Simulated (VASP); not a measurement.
Input of a VASP 6.6.1 run:

File INCAR:

```
ALGO     = Normal         # electronic algorithm
DIPOL    = 0.5 0.5 0.500
EDIFF    = 1E-6           # SCF threshold, eV
EFIELD   = -0.1         
ENCUT    = 520            # plane-wave cutoff, eV
GGA      = PS             # functional
GGA_COMPAT= F            
IDIPOL   = 3            
ISIF     = 2              # what is computed and relaxed
ISMEAR   = 1              # smearing method
LASPH    = T              # aspherical terms in the spheres
LCHARG   = F              # write CHGCAR
LDIPOL   = T            
LREAL    = F              # projectors in reciprocal space
LWAVE    = F              # write WAVECAR
NBANDS   = 25             # bands
NELM     = 120            # most SCF steps
NELMDL   = -8           
PREC     = Accurate       # precision mode
SIGMA    = 0.1            # smearing width, eV
```

Contents of KPOINTS:

```
k-points
0
Gamma
  7 7 1
```

Contents of POSCAR:

```
TiN
1.0
    2.9967185387      0.0000000000      0.0000000000
    1.4983592693      2.5952343825      0.0000000000
    0.0000000000      0.0000000000     15.6702156612
Ti N
2 2
Direct
    0.0000000000      0.0000000000      0.3828919863
    0.3333333333      0.3333333333      0.5390360046
    0.6666666667      0.6666666667      0.4609639954
    0.0000000000      1.0000000000      0.6171080137
```

Potentials or basis: VASP PAW PBE potentials, release 64 (Ti_sv, N).

Command:

```sh
$ cat potpaw_PBE.64/Ti_sv/POTCAR potpaw_PBE.64/N/POTCAR > POTCAR
$ mpirun -np 1 vasp_std > vasp.out
```

(1) Estimate the band gap on the k mesh.

(2) Estimate the largest force.

Results:

(1) 0.05 eV (least direct gap 0.16 eV).

(2) 4.995 eV/Å.

Caveat: the PAW data sets were made with another functional, which shifts forces and pressure a little.
